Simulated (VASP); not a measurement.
# ScAl2As3 (P-62m) in VASP: further runs

Runs on ScAl2As3. Level: PBE. Tasks: single point.

Program: VASP 6.6.1. These are calculated values, not measurements. Logs are shortened: lines on timing, memory, paths and dates and some standing lists are left out, and cuts for length are marked.

## (1) The cell of the first run

It takes space group P-62m (No. 189, hexagonal). The conventional cell has a = 5.248 Å, b = 5.248 Å, c = 4.772 Å, α = 90.00°, β = 90.00°, γ = 120.00°. Sc (site symmetry -62m) has 6 As at 2.84 Å and 6 Al at 3.03 Å within 3.7 Å. Within 4.0 Å of Al (site symmetry -6) lie 6 As at 3.03 Å and 3 Al at 3.03 Å and 3 Sc at 3.03 Å. Within 3.5 Å of As (site symmetry m2m) lie 6 As at 2.67 to 3.22 Å and 2 Sc at 2.84 Å and 4 Al at 3.03 Å.

## (2) Single point, PBE

Contents of INCAR:

```
SYSTEM = ScAl2As3
PREC = Accurate
ENCUT = 520
EDIFF = 1E-6
ISMEAR = 0
SIGMA = 0.1
LREAL = .FALSE.
LASPH = .TRUE.
NELM = 60
ALGO = Normal
ISIF = 2
LWAVE = .FALSE.
LCHARG = .TRUE.
GGA = PE
LELF = .TRUE.
LVHAR = .TRUE.
NBANDS = 25
```

Contents of KPOINTS:

```
regular mesh
0
G
  6 6 2
  0 0 0
```

Contents of POSCAR:

```
ScAl2As3
1.0
    5.2484920541      0.0000000000      0.0000000000
   -2.6242460271      4.5453274504      0.0000000000
    0.0000000000      0.0000000000      4.7720161025
Sc Al As
1 2 3
Direct
    0.0000000000      0.0000000000      0.0000000000
    0.3333333333      0.6666666667      0.0000000000
    0.6666666667      0.3333333333      0.0000000000
    0.2941482836      0.0000000000      0.5000000000
    0.0000000000      0.2941482836      0.5000000000
    0.7058517164      0.7058517164      0.5000000000
```

Potentials or basis: VASP PAW PBE potentials, release 64 (Sc_sv, Al, As).

Started as:

```sh
$ cat potpaw_PBE.64/Sc_sv/POTCAR potpaw_PBE.64/Al/POTCAR potpaw_PBE.64/As/POTCAR > POTCAR
$ mpirun -np 1 vasp_std > vasp.out
```

OUTCAR:

```text
SYSTEM = ScAl2As3
   PREC = Accurate
   ENCUT = 520
   EDIFF = 1E-6
   ISMEAR = 0
   LREAL = .FALSE.
   LASPH = .TRUE.
   NELM = 60
   ISIF = 2
   GGA = PE

 ion  position               nearest neighbor table
   1  0.000  0.000  0.000-   6 2.84   6 2.84   4 2.84   4 2.84   5 2.84   5 2.84   2 3.03   3 3.03
                             3 3.03   2 3.03   3 3.03   2 3.03
   2  0.333  0.667  0.000-   4 3.03   4 3.03   5 3.03   5 3.03   6 3.03   6 3.03   3 3.03   3 3.03
                             1 3.03   1 3.03   1 3.03   3 3.03
   3  0.667  0.333  0.000-   5 3.03   5 3.03   4 3.03   4 3.03   6 3.03   6 3.03   2 3.03   2 3.03
                             1 3.03   1 3.03   1 3.03   2 3.03
   4  0.294  0.000  0.500-   6 2.67   5 2.67   1 2.84   1 2.84   2 3.03   2 3.03   3 3.03   3 3.03

   5  0.000  0.294  0.500-   6 2.67   4 2.67   1 2.84   1 2.84   3 3.03   3 3.03   2 3.03   2 3.03

   6  0.706  0.706  0.500-   4 2.67   5 2.67   1 2.84   1 2.84   2 3.03   2 3.03   3 3.03   3 3.03

  LATTYP: Found a hexagonal cell.
 ALAT       =     5.2484920541
 C/A-ratio  =     0.9092166004

  Lattice vectors:

 A1 = (   5.2484920541,   0.0000000000,   0.0000000000)
 A2 = (  -2.6242460271,   4.5453274504,   0.0000000000)
 A3 = (   0.0000000000,   0.0000000000,   4.7720161025)

Analysis of symmetry for initial positions (statically):
=====================================================================
 Subroutine PRICEL returns:
 Original cell was already a primitive cell.

 Routine SETGRP: Setting up the symmetry group for a
 hexagonal supercell.

 Subroutine GETGRP returns: Found 12 space group operations
 (whereof 12 operations were pure point group operations)
 out of a pool of 24 trial point group operations.

The static configuration has the point symmetry D_3h.

Analysis of symmetry for dynamics (positions and initial velocities):
=====================================================================
 Subroutine PRICEL returns:
 Original cell was already a primitive cell.

 Routine SETGRP: Setting up the symmetry group for a
 hexagonal supercell.

 Subroutine GETGRP returns: Found 12 space group operations
 (whereof 12 operations were pure point group operations)
 out of a pool of 24 trial point group operations.

The dynamic configuration has the point symmetry D_3h.

 Subroutine INISYM returns: Found 12 space group operations
 (whereof 12 operations are pure point group operations),
 and found     1 'primitive' translations

----------------------------------------------------------------------------------------

[... 94 lines left out ...]
   NFREE  =      0    steps in history (QN), initial steepest desc. (CG)
   ISIF   =      2    stress and relaxation
   ISYM   =      2    0-nonsym 1-usesym 2-fastsym
   POTIM  = 0.5000    time-step for ionic-motion
   TEBEG  =    0.0;   TEEND  =   0.0 temperature during run
   PSTRESS=    0.0 pullay stress
   NELECT =      32.0000    total number of electrons
   NUPDOWN=      -1.0000    fix difference up-down
   EMIN   =  10.00;   EMAX   =-10.00  energy-range for DOS
   EFERMI =   0.00;   METHOD = LEGACY
   ISMEAR =     0;   SIGMA  =   0.10  broadening in eV -4-tet -1-fermi 0-gaus
   EFERMI_NEDOS =   21; number of points for ismear=-14 and -15
   IALGO  =     38    algorithm
   IMIX   =      4    mixing-type and parameters
     AMIX     =   0.40;   BMIX     =  1.00
     AMIX_MAG =   1.60;   BMIX_MAG =  1.00
  volume/ion in A,a.u.               =      18.97       128.04
  Fermi-wavevector in a.u.,A,eV,Ry     =   1.072402  2.026546 15.647327  1.150046
  Thomas-Fermi vector in A             =   2.208171
   LORBIT       =      0    0 simple, 1 ext, 2 COOP (PROOUT), +10 PAW based schemes
   GGA     = PE    functional components
   LHFCALC =     F    Hartree Fock is set to
   AEXX    =    0.0000 exact exchange contribution
   IVDW    =     0    specifies the selected vdW correction
   LEPSILON=     F    determine dielectric tensor
   LRPA    =     F    only Hartree local field effects (RPA)
 non-spin polarized calculation
 Gauss-broadening in eV      SIGMA  =   0.10
  energy-cutoff  :      520.00
  volume of cell :      113.84
 maximum number of plane-waves:      3084
 NGX is ok and might be reduce to    40
   NGX = 19   NGY = 19   NGZ = 17

 number of electron      32.0000004 magnetization

 Free energy of the ion-electron system (eV)
  ---------------------------------------------------
  ext. energy  EPLUGINS =         0.00000000
  ---------------------------------------------------
  free energy    TOTEN  =       -28.94795356 eV

  energy without entropy =      -28.93164129  energy(sigma->0) =      -28.93979742

 E-fermi :   6.4130     XC(G=0): -10.4142

 val. band max:        6.4112448242   @ k =   0.3333   0.0000   0.0000
 cond. band min:       6.4620269406   @ k =   0.1667   0.0000   0.0000
 fundamental gap:      0.0507821164
 Fermi energy:         6.4130411269

 k-point     1 :       0.0000    0.0000    0.0000
  band No.  band energies     occupation
      1     -42.9954      2.00000
      2     -21.7084      2.00000
      3     -21.6629      2.00000
      4     -21.6629      2.00000
      5      -7.5752      2.00000
      6      -2.9231      2.00000
[... 381 lines left out ...]
     24       9.5187      0.00000
     25      10.8543      0.00000

------------------------ aborting loop because EDIFF is reached ----------------------------------------

  FORCE on cell =-STRESS in cart. coord.  units (eV):
  Direction    XX          YY          ZZ          XY          YZ          ZX
  --------------------------------------------------------------------------------------
  -------------------------------------------------------------------------------------
  Total        0.2047828      0.2047828      0.2208824     -0.0000000      0.0000000     -0.0000000
  in kB        2.8820555      2.8820555      3.1086372     -0.0000000      0.0000000     -0.0000000
  external PRESSURE =       2.9575827 kB  Pullay stress =       0.0000000 kB

 VOLUME and BASIS-vectors are now :
 -----------------------------------------------------------------------------
  energy-cutoff  :      520.00
  volume of cell :      113.84
      direct lattice vectors                 reciprocal lattice vectors
     5.248492054  0.000000000  0.000000000     0.190530916  0.110003076  0.000000000
    -2.624246027  4.545327450  0.000000000     0.000000000  0.220006152  0.000000000
     0.000000000  0.000000000  4.772016103     0.000000000  0.000000000  0.209555035

 POSITION                                       TOTAL-FORCE (eV/Angst)
 -----------------------------------------------------------------------------------
      0.00000      0.00000      0.00000        -0.000000     -0.000000      0.000000
     -0.00000      3.03022      0.00000        -0.000000     -0.000000      0.000000
      2.62425      1.51511      0.00000        -0.000000     -0.000000      0.000000
      1.54383      0.00000      2.38601         0.025392     -0.000000      0.000000
     -0.77192      1.33700      2.38601        -0.012696      0.021990      0.000000
      1.85233      3.20833      2.38601        -0.012696     -0.021990     -0.000000
 -----------------------------------------------------------------------------------
    total drift:                                0.000000      0.000000     -0.000000

  FREE ENERGIE OF THE ION-ELECTRON SYSTEM (eV)
  ---------------------------------------------------
  free  energy   TOTEN  =       -28.9479535556 eV

  energy  without entropy=      -28.9316412872  energy(sigma->0) =      -28.93979742
```

Run time: 59 s. Hardware: 1 thread of AMD EPYC 7R43 (Zen 3), shared host; peak memory 0.2 GiB.

What came out:

| Property | Result |
| --- | --- |
| Free energy | -28.9480 eV |
| Pressure | 0.3 GPa |
| Largest force | 0.025 eV/Å |
| Band gap on the k mesh | zero (band 16 reaches 6.61 eV, above the bottom of band 17 at 5.79 eV) |

Forces in eV/Å, atoms in the order of the input:
```
Sc   0.000  0.000  0.000
Al   0.000  0.000  0.000
Al   0.000  0.000  0.000
As   0.025  0.000  0.000
As  -0.013  0.022  0.000
As  -0.013 -0.022  0.000
```

Caveat: the k points lie up to 0.66 Å⁻¹ apart.

(Part 1 of 2 ends here.)
